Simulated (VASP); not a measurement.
Ge: single point with LDA

The system is Ge.

```
Ge
1.0
     0.00000    2.83897    2.78934
     2.83897    0.00000    2.78934
     2.83897    2.83897    0.00000
Ge
2
Direct
  0.00000 0.00000 0.00000
  0.25000 0.25000 0.25000
```

| Quantity | Value |
| --- | --- |
| Program | VASP 6.6.1 |
| Task | single point |
| Functional | LDA |
| Potentials or basis | VASP PAW LDA potentials, release 64 (Ge_d) |
| Cutoff | 520 eV |
| k mesh | 12 × 12 × 12 |
| Occupations | gaussian, width 0.01 eV |
| Spin | no spin polarisation |

| Item | Value |
| --- | --- |
| Pressure | -0.7 GPa |
| Band gap on the k mesh | 0.13 eV, indirect (least direct gap 0.13 eV) |

Stress tensor (GPa, compression positive):
```
-1.09  0.00  0.00
 0.00 -1.09  0.00
 0.00  0.00  0.17
```

Levels at points of the mesh, in eV from the valence-band top:
```csv
k point,band 12,band 13,band 14,band 15,band 16,band 17
"(0.00, 0.00, 0.00)",-0.04,0.00,0.00,0.13,2.52,2.60
"(0.50, 0.00, 0.00)",-7.62,-1.45,-1.29,0.13,3.71,3.83
"(0.50, 0.50, 0.00)",-8.85,-3.14,-3.14,0.61,0.61,9.52
"(0.50, 0.00, 0.50)",-8.93,-3.01,-3.01,0.75,0.75,9.49
```

Run time: 99 s on 1 thread of Intel(R) Xeon(R) Platinum 8488C (Sapphire Rapids), on a shared host, peak memory 0.23 GiB.

A k mesh can miss the band edges.
